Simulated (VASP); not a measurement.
# HgTe (I-4m2) in VASP: a series of runs, part 2 of 2

VASP 6.6.1. The steps go on from the part before.

## (3) Relaxation of cell and atoms, PBEsol+D3(BJ)

INCAR reads:

```
SYSTEM = HgTe
ALGO = Normal
EDIFF = 1E-7
EDIFFG = -0.01
ENCUT = 600
GGA = PS
IBRION = 2
ISIF = 3
ISMEAR = -1
IVDW = 12
LASPH = .True.
LCHARG = .False.
LREAL = .False.
LWAVE = .False.
NELM = 80
NSW = 60
PREC = Accurate
SIGMA = 0.05
```

KPOINTS reads:

```
k-points
0
Gamma
  10 10 10
  0 0 0
```

POSCAR reads:

```
HgTe
1.0
   -3.0456030000      3.0456030000      1.5594100000
    3.0456030000     -3.0456030000      1.5594100000
    3.0456030000      3.0456030000     -1.5594100000
Hg Te
1 1
Direct
    0.7500000000      0.2500000000      0.5000000000
    0.0000000000      0.0000000000      0.0000000000
```

Potentials or basis: VASP PAW PBE potentials, release 64 (Hg, Te).

Launch:

```console
cat potpaw_PBE.64/Hg/POTCAR potpaw_PBE.64/Te/POTCAR > POTCAR
mpirun -np 1 vasp_std > vasp.out
```

OUTCAR:

```text
SYSTEM = HgTe
   EDIFF = 1E-7
   EDIFFG = -0.01
   ENCUT = 600
   GGA = PS
   IBRION = 2
   ISIF = 3
   ISMEAR = -1
   IVDW = 12
   LASPH = .True.
   LREAL = .False.
   NELM = 80
   NSW = 60
   PREC = Accurate
 IVDW          = 12

 ion  position               nearest neighbor table
   1  0.750  0.250  0.500-   2 3.14   2 3.14   2 3.14   2 3.14
   2  0.000  0.000  0.000-   1 3.14   1 3.14   1 3.14   1 3.14

  LATTYP: Found a body centered tetragonal cell.
 ALAT       =     6.0912060000
 C/A-ratio  =     0.5120201156

  Lattice vectors:

 A1 = (  -3.0456030000,   3.0456030000,   1.5594100000)
 A2 = (   3.0456030000,  -3.0456030000,   1.5594100000)
 A3 = (   3.0456030000,   3.0456030000,  -1.5594100000)

Analysis of symmetry for initial positions (statically):
=====================================================================
 Subroutine PRICEL returns:
 Original cell was already a primitive cell.

 Routine SETGRP: Setting up the symmetry group for a
 body centered tetragonal supercell.

 Subroutine GETGRP returns: Found  8 space group operations
 (whereof  8 operations were pure point group operations)
 out of a pool of 16 trial point group operations.

The static configuration has the point symmetry D_2d.

Analysis of symmetry for dynamics (positions and initial velocities):
=====================================================================
 Subroutine PRICEL returns:
 Original cell was already a primitive cell.

 Routine SETGRP: Setting up the symmetry group for a
 body centered tetragonal supercell.

 Subroutine GETGRP returns: Found  8 space group operations
 (whereof  8 operations were pure point group operations)
 out of a pool of 16 trial point group operations.

The dynamic configuration has the point symmetry D_2d.

 Subroutine INISYM returns: Found  8 space group operations
 (whereof  8 operations are pure point group operations),
 and found     1 'primitive' translations

----------------------------------------------------------------------------------------

                                     Primitive cell

  volume of cell :      57.8585

  direct lattice vectors                    reciprocal lattice vectors
    -3.045603000  3.045603000  1.559410000     0.000000000  0.164171102  0.320634086
     3.045603000 -3.045603000  1.559410000     0.164171102  0.000000000  0.320634086
     3.045603000  3.045603000 -1.559410000     0.164171102  0.164171102  0.000000000

  length of vectors
     4.580737366  4.580737366  4.580737366     0.360219888  0.360219888  0.232172999

  position of ions in fractional coordinates (direct lattice)
     0.750000000  0.250000000  0.500000000
     0.000000000  0.000000000  0.000000000

  ion indices of the primitive-cell ions
   primitive index   ion index
                 1           1
                 2           2

----------------------------------------------------------------------------------------

 KPOINTS: k-points

Automatic generation of k-mesh.
 Grid dimensions read from file:
 generate k-points for:   10   10   10

 Generating k-lattice:

  Cartesian coordinates                     Fractional coordinates (reciprocal lattice)
     0.000000000  0.016417110  0.032063409     0.100000000 -0.000000000  0.000000000
     0.016417110  0.000000000  0.032063409    -0.000000000  0.100000000  0.000000000
     0.016417110  0.016417110  0.000000000     0.000000000  0.000000000  0.100000000

  Length of vectors
     0.036021989  0.036021989  0.023217300

  Shift w.r.t. Gamma in fractional coordinates (k-lattice)
     0.000000000  0.000000000  0.000000000

 Subroutine IBZKPT returns following result:
 ===========================================

 Found    102 irreducible k-points:

 Following reciprocal coordinates:
            Coordinates               Weight
  0.000000  0.000000  0.000000      1.000000
  0.100000  0.000000  0.000000      8.000000
  0.200000  0.000000  0.000000      8.000000
  0.300000  0.000000  0.000000      8.000000
  0.400000  0.000000  0.000000      8.000000
  0.500000  0.000000  0.000000      4.000000
[... 16 lines left out ...]
  0.300000  0.300000  0.000000      8.000000
  0.400000  0.300000  0.000000     16.000000
 [... further k-points ...]
   k-points           NKPTS =    102   k-points in BZ     NKDIM =    102   number of bands    NBANDS=     13
   number of dos      NEDOS =    301   number of ions     NIONS =      2
   total plane-waves  NPLWV =  64000
   dimension x,y,z NGX =    40 NGY =   40 NGZ =   40
   dimension x,y,z NGXF=    80 NGYF=   80 NGZF=   80
   ions per type =               1   1
   NGX,Y,Z   is equivalent  to a cutoff of  14.52, 14.52, 14.52 a.u.
   NGXF,Y,Z  is equivalent  to a cutoff of  29.03, 29.03, 29.03 a.u.
 SYSTEM =  HgTe
   PREC   = accura    normal or accurate (medium, high low for compatibility)
   ISTART =      0    job   : 0-new  1-cont  2-samecut
   ICHARG =      2    charge: 1-file 2-atom 10-const
   ISPIN  =      1    spin polarized calculation?
   LNONCOLLINEAR =      F non collinear calculations
   LSORBIT =      F    spin-orbit coupling
   LASPH  =      T    aspherical Exc in radial PAW
   ENCUT  =  600.0 eV  44.10 Ry    6.64 a.u.   9.15  9.15  9.15*2*pi/ulx,y,z
   NELM   =     80;   NELMIN=  2; NELMDL= -5     # of ELM steps
   EDIFF  = 0.1E-06   stopping-criterion for ELM
   LREAL  =      F    real-space projection
   EDIFFG = -.1E-01   stopping-criterion for IOM
   NSW    =     60    number of steps for IOM
   IBRION =      2    ionic relax: 0-MD 1-quasi-New 2-CG
   NFREE  =      1    steps in history (QN), initial steepest desc. (CG)
   ISIF   =      3    stress and relaxation
   ISYM   =      2    0-nonsym 1-usesym 2-fastsym
   POTIM  = 0.5000    time-step for ionic-motion
   TEBEG  =    0.0;   TEEND  =   0.0 temperature during run
   PSTRESS=    0.0 pullay stress
   NELECT =      18.0000    total number of electrons
   NUPDOWN=      -1.0000    fix difference up-down
   EMIN   =  10.00;   EMAX   =-10.00  energy-range for DOS
   EFERMI =   0.00;   METHOD = LEGACY
   ISMEAR =    -1;   SIGMA  =   0.05  broadening in eV -4-tet -1-fermi 0-gaus
   EFERMI_NEDOS =   21; number of points for ismear=-14 and -15
   IALGO  =     38    algorithm
   IMIX   =      4    mixing-type and parameters
     AMIX     =   0.40;   BMIX     =  1.00
     AMIX_MAG =   1.60;   BMIX_MAG =  1.00
  volume/ion in A,a.u.               =      28.93       195.22
  Fermi-wavevector in a.u.,A,eV,Ry     =   1.109286  2.096246 16.742166  1.230515
  Thomas-Fermi vector in A             =   2.245823
   LORBIT       =      0    0 simple, 1 ext, 2 COOP (PROOUT), +10 PAW based schemes
   GGA     = PS    functional components
   LHFCALC =     F    Hartree Fock is set to
   AEXX    =    0.0000 exact exchange contribution
   IVDW    =    12    specifies the selected vdW correction
   LEPSILON=     F    determine dielectric tensor
   LRPA    =     F    only Hartree local field effects (RPA)
 conjugate gradient relaxation of ions
 non-spin polarized calculation
  energy-cutoff  :      600.00
  volume of cell :       57.86
 maximum number of plane-waves:      1946
 NGX is ok and might be reduce to    40
   NGX = 19   NGY = 19   NGZ = 19

--------------------------------------- Ionic step        1  -------------------------------------------

 number of electron      17.9999999 magnetization

 Free energy of the ion-electron system (eV)
  ---------------------------------------------------
  ext. energy  EPLUGINS =         0.00000000
  ---------------------------------------------------
  free energy    TOTEN  =        -4.04695664 eV

  energy without entropy =       -4.03677080  energy(sigma->0) =       -4.04186372

 E-fermi :   4.2262     XC(G=0):  -9.9928

 val. band max:        4.2168171544   @ k =   0.2000   0.1000  -0.0000
 cond. band min:       4.2523004860   @ k =  -0.4000   0.5000   0.1000
 fundamental gap:      0.0354833316
 Fermi energy:         4.2262478640

 k-point     1 :       0.0000    0.0000    0.0000
  band No.  band energies     occupation
      1      -8.1834      2.00000
      2      -3.1475      2.00000
      3      -2.4368      2.00000
      4      -2.3576      2.00000
      5      -1.9268      2.00000
      6      -1.9268      2.00000
      7       0.7736      2.00000
      8       1.8390      2.00000
      9       1.8390      2.00000
     10       7.7584      0.00000
     11       8.8214      0.00000
     12      11.1312      0.00000
     13      11.1312      0.00000
[... 605 lines left out ...]
  energy  without entropy=       -5.0487191256  energy(sigma->0) =       -5.05104676

--------------------------------------- Ionic step        7  -------------------------------------------

 number of electron      18.0000002 magnetization

 Free energy of the ion-electron system (eV)
  ---------------------------------------------------
  ext. energy  EPLUGINS =         0.00000000
  ---------------------------------------------------
  free energy    TOTEN  =        -4.12897256 eV

  energy without entropy =       -4.12438091  energy(sigma->0) =       -4.12667673

 E-fermi :   5.8195     XC(G=0): -10.6128

 val. band max:        5.7164737243   @ k =   0.4000   0.1000   0.0000
 cond. band min:       5.8408148407   @ k =  -0.2000  -0.2000   0.1000
 fundamental gap:      0.1243411164
 Fermi energy:         5.8194617819

 k-point     1 :       0.0000    0.0000    0.0000
  band No.  band energies     occupation
      1      -7.5257      2.00000
      2      -2.0186      2.00000
      3      -1.5445      2.00000
      4      -1.4099      2.00000
      5      -0.9604      2.00000
      6      -0.9604      2.00000
      7       2.7626      2.00000
      8       3.1276      2.00000
      9       3.1276      2.00000
     10       8.8567      0.00000
     11      10.4357      0.00000
     12      13.6606      0.00000
     13      13.6606      0.00000
[... 401 lines left out ...]
  FREE ENERGIE OF THE ION-ELECTRON SYSTEM (eV)
  ---------------------------------------------------
  free  energy   TOTEN  =        -5.0537795732 eV

  energy  without entropy=       -5.0491879188  energy(sigma->0) =       -5.05148375

 reached required accuracy - stopping structural energy minimisation
```

OSZICAR:

```text
N       E                     dE             d eps       ncg     rms          rms(c)
DAV:   1     0.107591469359E+03    0.10759E+03   -0.87115E+03  2652   0.135E+03
[... 64 lines left out ...]
DAV:   1    -0.413512385742E+01   -0.60063E-03   -0.12744E-01  2817   0.451E+00    0.572E-01
DAV:   2    -0.412957114651E+01    0.55527E-02   -0.14871E-02  2782   0.190E+00    0.198E-01
DAV:   3    -0.412906256180E+01    0.50858E-03   -0.13505E-03  2747   0.379E-01    0.176E-01
DAV:   4    -0.412897788219E+01    0.84680E-04   -0.18700E-04  2742   0.107E-01    0.417E-02
DAV:   5    -0.412897305943E+01    0.48228E-05   -0.19091E-05  2792   0.547E-02    0.410E-02
DAV:   6    -0.412897305051E+01    0.89121E-08   -0.39877E-06  2797   0.193E-02    0.138E-02
DAV:   7    -0.412897250174E+01    0.54877E-06   -0.23036E-06  2972   0.213E-02    0.295E-03
DAV:   8    -0.412897256066E+01   -0.58919E-07   -0.20274E-07  2055   0.423E-03
   7 F= -.50537796E+01 E0= -.50514837E+01  d E =-.161032E-02
```

CONTCAR:

```text
HgTe
   1.00000000000000
    -2.8461595044356356    2.8461595044356356    1.5718338489020054
     2.8461595044356356   -2.8461595044356356    1.5718338489020054
     2.8461595044356356    2.8461595044356356   -1.5718338489020054
  Hg              Te
     1     1
Direct
     0.7500000000000000    0.2500000000000000    0.5000000000000000
     0.0000000000000000    0.0000000000000000    0.0000000000000000

  0.00000000E+00  0.00000000E+00  0.00000000E+00
  0.00000000E+00  0.00000000E+00  0.00000000E+00
```

Wall time 5.2 min (1 thread of AMD EPYC 9R45 (Zen 5), shared host); peak memory 0.3 GiB.

What came out:

```yaml
Free_energy: -5.0538 eV
Relaxed_volume: 25.47 Å³/atom
Relaxed_cell: a = 4.321 Å, b = 4.321 Å, c = 4.321 Å, α = 97.60°, β = 97.60°, γ = 137.34°
Space_group_after_relaxing_to_0.1_Å: I-4m2 (No. 119)
Energy_gained_by_relaxing: 97.1 meV/atom
Ionic_steps: 7
Pressure_after_relaxing: 0.0 GPa
Band_gap_on_the_k_mesh: zero (bands 9 and 10 overlap by 4.28 eV)
Dispersion_energy_per_atom: -0.462 eV
```

The path:
```csv
step,energy change (eV),largest force (eV/Å),pressure (GPa),volume (Å³)
1,0.0000,0.0000,-5.47,57.86
2,-0.1711,0.0000,1.41,49.95
3,-0.1718,0.0000,0.86,50.36
4,-0.1925,0.0000,0.86,50.30
5,-0.1926,0.0000,0.84,50.31
6,-0.1938,0.0000,-0.40,51.25
7,-0.1942,0.0000,0.00,50.93
```

Final structure:
```
Hg Te
1.0
    -2.84616    2.84616    1.57183
     2.84616   -2.84616    1.57183
     2.84616    2.84616   -1.57183
Hg Te
1 1
Direct
  0.75000 0.25000 0.50000
  0.00000 0.00000 0.00000
```

Caveat: the PAW data sets were made with another functional, which shifts forces and pressure a little; spin-orbit coupling is left out, which moves the levels of the heavy elements.
